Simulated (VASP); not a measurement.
# SrTiO3 (I4/mcm) in VASP: further runs, part 2 of 2

VASP 6.6.1. The steps go on from the part before.

**3. Single point, PBEsol**

Input file INCAR:

```
PREC = Accurate
ENCUT = 600
EDIFF = 1E-6
ISMEAR = 0
SIGMA = 0.02
LREAL = F
LASPH = T
NELM = 120
ALGO = Normal
ISIF = 2
LWAVE = F
LCHARG = T
GGA = PS
LELF = T
LVHAR = T
NBANDS = 51
GGA_COMPAT = F
```

Input file KPOINTS:

```
Automatic mesh
0
Gamma
  8 8 8
```

Input file POSCAR:

```
SrTiO3
1.0
   -2.7440789401      2.7440789401      3.9041848864
    2.7440789401     -2.7440789401      3.9041848864
    2.7440789401      2.7440789401     -3.9041848864
Sr Ti O
2 2 6
Direct
    0.7500000000      0.2500000000      0.5000000000
    0.2500000000      0.7500000000      0.5000000000
    0.0000000000      0.0000000000      0.0000000000
    0.5000000000      0.5000000000      0.0000000000
    0.2500000000      0.2500000000      0.0000000000
    0.7500000000      0.7500000000      0.0000000000
    0.7252818597      0.2252818597      0.9505637194
    0.2252818597      0.2747181403      0.5000000000
    0.2747181403      0.7747181403      0.0494362806
    0.7747181403      0.7252818597      0.5000000000
```

Potentials or basis: VASP PAW PBE potentials, release 64 (Sr_sv, Ti_sv, O).

The run is started by

```bash
> cat potpaw_PBE.64/Sr_sv/POTCAR potpaw_PBE.64/Ti_sv/POTCAR potpaw_PBE.64/O/POTCAR > POTCAR
> mpirun -np 1 vasp_std > vasp.out
```

OUTCAR:

```text
PREC = Accurate
   ENCUT = 600
   EDIFF = 1E-6
   ISMEAR = 0
   LREAL = F
   LASPH = T
   NELM = 120
   ISIF = 2
   GGA = PS

 ion  position               nearest neighbor table
   1  0.750  0.250  0.500-   9 2.62   8 2.62  10 2.62   7 2.62   5 2.74   6 2.74   6 2.74   5 2.74
                             7 2.89   9 2.89   8 2.89  10 2.89   4 3.37   3 3.37   4 3.37   3 3.37
   2  0.250  0.750  0.500-   7 2.62   8 2.62  10 2.62   9 2.62   5 2.74   6 2.74   5 2.74   6 2.74
                             9 2.89   7 2.89  10 2.89   8 2.89   4 3.37   3 3.37   4 3.37   3 3.37
   3  0.000  0.000  0.000-   7 1.95   9 1.95   8 1.95  10 1.95   5 1.95   6 1.95   1 3.37   1 3.37
                             2 3.37   2 3.37   1 3.37   2 3.37   1 3.37   2 3.37
   4  0.500  0.500  0.000-   7 1.95   9 1.95  10 1.95   8 1.95   5 1.95   6 1.95   1 3.37   1 3.37
                             2 3.37   2 3.37   2 3.37   1 3.37   2 3.37   1 3.37
   5  0.250  0.250  0.000-   3 1.95   4 1.95   1 2.74   2 2.74   2 2.74   1 2.74
   6  0.750  0.750  0.000-   3 1.95   4 1.95   1 2.74   2 2.74   1 2.74   2 2.74
   7  0.725  0.225  0.951-   3 1.95   4 1.95   2 2.62   1 2.62   1 2.89   2 2.89
   8  0.225  0.275  0.500-   4 1.95   3 1.95   1 2.62   2 2.62   1 2.89   2 2.89
   9  0.275  0.775  0.049-   3 1.95   4 1.95   1 2.62   2 2.62   2 2.89   1 2.89
  10  0.775  0.725  0.500-   3 1.95   4 1.95   1 2.62   2 2.62   1 2.89   2 2.89

  LATTYP: Found a body centered tetragonal cell.
 ALAT       =     5.4881578802
 C/A-ratio  =     1.4227669727

  Lattice vectors:

 A1 = (  -2.7440789401,   2.7440789401,   3.9041848864)
 A2 = (   2.7440789401,  -2.7440789401,   3.9041848864)
 A3 = (   2.7440789401,   2.7440789401,  -3.9041848864)

Analysis of symmetry for initial positions (statically):
=====================================================================
 Subroutine PRICEL returns:
 Original cell was already a primitive cell.

 Routine SETGRP: Setting up the symmetry group for a
 body centered tetragonal supercell.

 Subroutine GETGRP returns: Found 16 space group operations
 (whereof  8 operations were pure point group operations)
 out of a pool of 16 trial point group operations.

The static configuration has the point symmetry C_4h.
[... 158 lines left out ...]
   AEXX    =    0.0000 exact exchange contribution
   IVDW    =     0    specifies the selected vdW correction
   LEPSILON=     F    determine dielectric tensor
   LRPA    =     F    only Hartree local field effects (RPA)
 non-spin polarized calculation
 Gauss-broadening in eV      SIGMA  =   0.02
  energy-cutoff  :      600.00
  volume of cell :      117.59
 maximum number of plane-waves:      3954
 NGX is ok and might be reduce to    48
   NGX = 21   NGY = 21   NGZ = 21

 number of electron      79.9999999 magnetization

 Free energy of the ion-electron system (eV)
  ---------------------------------------------------
  ext. energy  EPLUGINS =         0.00000000
  ---------------------------------------------------
  free energy    TOTEN  =       -84.05427302 eV

  energy without entropy =      -84.05427302  energy(sigma->0) =      -84.05427302

 E-fermi :   4.2823     XC(G=0): -11.6081

 val. band max:        4.0063655658   @ k =  -0.1250   0.1250   0.0000
 cond. band min:       5.9450892975   @ k =   0.0000   0.0000   0.0000
 fundamental gap:      1.9387237317
 Fermi energy:         4.2823335168

 k-point     1 :       0.0000    0.0000    0.0000
  band No.  band energies     occupation
      1     -52.0909      2.00000
      2     -52.0858      2.00000
      3     -28.5254      2.00000
      4     -28.5240      2.00000
      5     -28.5240      2.00000
      6     -28.4582      2.00000
[... 1285 lines left out ...]
     50      11.2562      0.00000
     51      11.7172      0.00000

 [... further k-points ...]
[... 5 lines left out ...]
  --------------------------------------------------------------------------------------
  -------------------------------------------------------------------------------------
  Total        0.3195794      0.3195794      0.3881932      0.0000000     -0.0000000      0.0000000
  in kB        4.3541738      4.3541738      5.2890171      0.0000000     -0.0000000      0.0000000
  external PRESSURE =       4.6657882 kB  Pullay stress =       0.0000000 kB

 VOLUME and BASIS-vectors are now :
 -----------------------------------------------------------------------------
  energy-cutoff  :      600.00
  volume of cell :      117.59
      direct lattice vectors                 reciprocal lattice vectors
    -2.744078940  2.744078940  3.904184886     0.000000000  0.182210502  0.128067705
     2.744078940 -2.744078940  3.904184886     0.182210502  0.000000000  0.128067705
     2.744078940  2.744078940 -3.904184886     0.182210502  0.182210502  0.000000000

 POSITION                                       TOTAL-FORCE (eV/Angst)
 -----------------------------------------------------------------------------------
     -0.00000      2.74408      1.95209        -0.000000      0.000000     -0.000000
      2.74408     -0.00000      1.95209        -0.000000      0.000000     -0.000000
      0.00000      0.00000      0.00000        -0.000000      0.000000     -0.000000
      0.00000      0.00000      3.90418        -0.000000      0.000000     -0.000000
      0.00000      0.00000      1.95209        -0.000000      0.000000     -0.000000
      0.00000      0.00000      5.85628        -0.000000      0.000000     -0.000000
      1.23638      3.98046     -0.00000         0.005702      0.005702     -0.000000
      1.50770      1.23638      0.00000        -0.005702      0.005702     -0.000000
      1.50770     -1.23638      3.90418        -0.005702     -0.005702      0.000000
      1.23638      1.50770      3.90418         0.005702     -0.005702     -0.000000
 -----------------------------------------------------------------------------------
    total drift:                               -0.000000     -0.000000      0.000000

  FREE ENERGIE OF THE ION-ELECTRON SYSTEM (eV)
  ---------------------------------------------------
  free  energy   TOTEN  =       -84.0542730232 eV

  energy  without entropy=      -84.0542730232  energy(sigma->0) =      -84.05427302
```

OSZICAR:

```text
N       E                     dE             d eps       ncg     rms          rms(c)
DAV:   1     0.105009942324E+04    0.10501E+04   -0.43519E+04  6018   0.191E+03
DAV:   2     0.662581830778E+02   -0.98384E+03   -0.92167E+03  6364   0.529E+02
DAV:   3    -0.947913984748E+02   -0.16105E+03   -0.15724E+03  7898   0.197E+02
DAV:   4    -0.103046055074E+03   -0.82547E+01   -0.82327E+01  9052   0.448E+01
DAV:   5    -0.103382780410E+03   -0.33673E+00   -0.33638E+00  8836   0.738E+00    0.391E+01
DAV:   6    -0.837417170374E+02    0.19641E+02   -0.99973E+01  8814   0.706E+01    0.236E+01
DAV:   7    -0.842179225287E+02   -0.47621E+00   -0.16966E+01  8089   0.228E+01    0.165E+01
DAV:   8    -0.842852866848E+02   -0.67364E-01   -0.34871E+00  8062   0.157E+01    0.483E+00
DAV:   9    -0.840623995059E+02    0.22289E+00   -0.88359E-01  8146   0.837E+00    0.137E+00
DAV:  10    -0.840900965764E+02   -0.27697E-01   -0.38333E-01  7512   0.296E+00    0.162E+00
DAV:  11    -0.840537941136E+02    0.36302E-01   -0.11879E-01  8054   0.253E+00    0.228E-01
DAV:  12    -0.840543121481E+02   -0.51803E-03   -0.12252E-02  7620   0.553E-01    0.122E-01
DAV:  13    -0.840542272912E+02    0.84857E-04   -0.88284E-04  9424   0.244E-01    0.552E-02
DAV:  14    -0.840543067902E+02   -0.79499E-04   -0.27452E-04  8309   0.126E-01    0.534E-02
DAV:  15    -0.840542716142E+02    0.35176E-04   -0.95534E-05  8290   0.873E-02    0.172E-02
DAV:  16    -0.840542734926E+02   -0.18784E-05   -0.29790E-05  7643   0.238E-02    0.652E-03
DAV:  17    -0.840542730232E+02    0.46943E-06   -0.29706E-06  5512   0.121E-02
   1 F= -.84054273E+02 E0= -.84054273E+02  d E =-.180889E-86
```

stdout:

```text
POSCAR found type information on POSCAR SrTiO
 POSCAR found :  3 types and      10 ions
 scaLAPACK will be used
 -----------------------------------------------------------------------------
|                                                                             |
|                                                                             |
|     You enforced a specific xc type in the INCAR file but a different       |
|     I HOPE YOU KNOW WHAT YOU ARE DOING!                                     |
|                                                                             |
 -----------------------------------------------------------------------------

 LDA part: xc-table for (Slater+PW92), standard interpolation
 POSCAR, INCAR and KPOINTS ok, starting setup
 FFT: planning ... GRIDC
 FFT: planning ... GRID_SOFT
 FFT: planning ... GRID
 WAVECAR not read
 entering main loop
```

Run time: 17 min. Hardware: 1 thread of Intel Xeon 8259CL, shared host; peak memory 0.57 GiB.

Results:

- Free energy: -84.0543 eV
- Pressure: 0.5 GPa
- Largest force: 0.008 eV/Å
- Band gap on the k mesh: 1.94 eV, indirect (least direct gap 1.95 eV)

Forces in eV/Å, atoms in the order of the input:
```
Sr   0.000  0.000  0.000
Sr   0.000  0.000  0.000
Ti   0.000  0.000  0.000
Ti   0.000  0.000  0.000
O    0.000  0.000  0.000
O    0.000  0.000  0.000
O    0.006  0.006  0.000
O   -0.006  0.006  0.000
O   -0.006 -0.006  0.000
O    0.006 -0.006  0.000
```

Stress tensor (GPa, compression positive):
```
0.44 0.00 0.00
0.00 0.44 0.00
0.00 0.00 0.53
```

Caveat: the PAW data sets were made with another functional, which shifts forces and pressure a little.
